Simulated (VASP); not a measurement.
# InGaAs2: single point with r2SCAN

InGaAs2:

```
In Ga As
1.0
     4.27788    0.00000    0.00000
     0.00000    4.27788    0.00000
     0.00000    0.00000    5.74575
In Ga As
1 1 2
Direct
  0.00000 0.00000 0.50000
  0.50000 0.50000 0.00000
  0.50000 0.00000 0.76978
  0.00000 0.50000 0.23022
```

* Program: VASP 6.6.1
* Task: single point
* Functional: r2SCAN
* Potentials or basis: VASP PAW PBE potentials, release 64 (In_d, Ga_d, As)
* Cutoff: 520 eV
* k mesh: 8 × 8 × 6
* Occupations: gaussian, width 0.01 eV
* Spin: no spin polarisation

The pressure is -1.7 GPa. The largest force is 0.004 eV/Å. The band gap on the k mesh is 0.07 eV.

Forces in eV/Å, atoms in the order of the input:
```
In   0.000  0.000  0.000
Ga   0.000  0.000  0.000
As   0.000  0.000 -0.004
As   0.000  0.000  0.004
```

Stress tensor (GPa, compression positive):
```
-2.62  0.00  0.00
 0.00 -2.62  0.00
 0.00  0.00  0.02
```

Levels at points of the mesh, in eV from the valence-band top:
```
           k point  band 15  band 16  band 17  band 18  band 19  band 20  band 21  band 22
(0.00, 0.00, 0.00)    -2.72    -0.10    -0.10     0.00     0.07     1.72     1.82     4.05
(0.50, 0.00, 0.00)    -2.97    -2.69    -1.65    -1.06     2.07     3.20     5.21     5.50
(0.50, 0.50, 0.00)    -2.47    -2.35    -2.35    -2.15     1.93     1.93     2.14     2.43
(0.00, 0.00, 0.50)    -2.04    -2.04    -1.35    -1.35     1.84     2.10     3.22     3.59
(0.50, 0.00, 0.50)    -1.60    -0.94    -0.91    -0.86     0.77     1.41     4.78     4.82
(0.50, 0.50, 0.50)    -3.21    -3.08    -3.00    -3.00     4.80     4.87     5.05     5.05
```

Run time: 3 min on 1 thread of Intel(R) Xeon(R) 6975P-C (Granite Rapids), on a shared host, peak memory 0.35 GiB.

Caveat: semilocal functionals underestimate gaps, and a narrow one can read as zero; the PAW data sets were made with another functional, which shifts forces and pressure a little; spin-orbit coupling is left out, which moves the levels of the heavy elements.
